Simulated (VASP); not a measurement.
Na, 1 atom in the cell. It takes space group Im-3m (No. 229, cubic). Conventional cell: a = 4.208 Å, b = 4.208 Å, c = 4.208 Å, α = 90.00°, β = 90.00°, γ = 90.00°. Within 4.8 Å of Na (site symmetry m-3m) lie 14 Na at 3.64 to 4.21 Å. 

| Item | Value |
| --- | --- |
| Program | VASP 6.6.1 |
| Task | single point |
| Functional | PBE |
| Potentials or basis | VASP PAW PBE potentials, release 64 (Na_pv) |
| Cutoff | 500 eV |
| k mesh | 6 × 6 × 6, shifted |
| Occupations | methfessel-paxton, width 0.0068 eV |
| Spin | no spin polarisation |
| Dipole correction | no |
| Charge | -2 |
| Further INCAR settings | ALGO = Normal; EDIFF = 1e-06; NBANDS = 10; NELECT = 9.0 |

Potentials or basis: VASP PAW PBE potentials, release 64 (Na_pv).

Command:

```sh
$ cat potpaw_PBE.64/Na_pv/POTCAR > POTCAR
$ mpirun -np 1 vasp_std > vasp.out
```

Hardware: 1 thread of Intel(R) Xeon(R) Platinum 8488C (Sapphire Rapids) (shared host).

Estimate the wall time of this run.

Wall time 5.5 s on 1 thread of Intel(R) Xeon(R) Platinum 8488C (Sapphire Rapids), with other jobs on the host, peak memory 0.14 GiB. Counts: scf iterations 12, k points 20.
